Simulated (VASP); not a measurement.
A run of VASP 6.6.1 is set up as follows.

Contents of INCAR:

```
PREC = Accurate ; ENCUT = 520
EDIFF = 1E-6 ; ISMEAR = 0
SIGMA = 0.1 ; LREAL = False
LASPH = True ; NELM = 80
ALGO = Normal ; ISIF = 2
LWAVE = False ; LCHARG = False
GGA = PE ; NBANDS = 18
```

File KPOINTS:

```
Automatic mesh
0
Gamma
  6 6 4
```

POSCAR

```
TaSiF
1.0
    3.5735840926      0.0000000000      0.0000000000
    0.0000000000      3.5735840926      0.0000000000
    0.0000000000      0.0000000000      4.1432828332
Ta Si F
1 1 1
Direct
    0.0000000000      0.0000000000      0.5000000000
    0.5000000000      0.5000000000      0.5000000000
    0.0000000000      0.0000000000      0.0000000000
```

Potentials or basis: VASP PAW PBE potentials, release 64 (Ta_pv, Si, F).

The run is started by

```bash
$ cat potpaw_PBE.64/Ta_pv/POTCAR potpaw_PBE.64/Si/POTCAR potpaw_PBE.64/F/POTCAR > POTCAR
$ mpirun -np 1 vasp_std > vasp.out
```

Q: What does it give for the pressure?

A: 0.1 GPa.

Q: Estimate the band gap on the k mesh.

A: Zero (bands 11 and 12 overlap by 1.23 eV).

Stress tensor (GPa, compression positive):
```
0.05 0.00 0.00
0.00 0.05 0.00
0.00 0.00 0.33
```

Caveat: the k points lie up to 0.38 Å⁻¹ apart, too coarse for converged energies and pressures of a metal; spin-orbit coupling is left out, which moves the levels of the heavy elements.
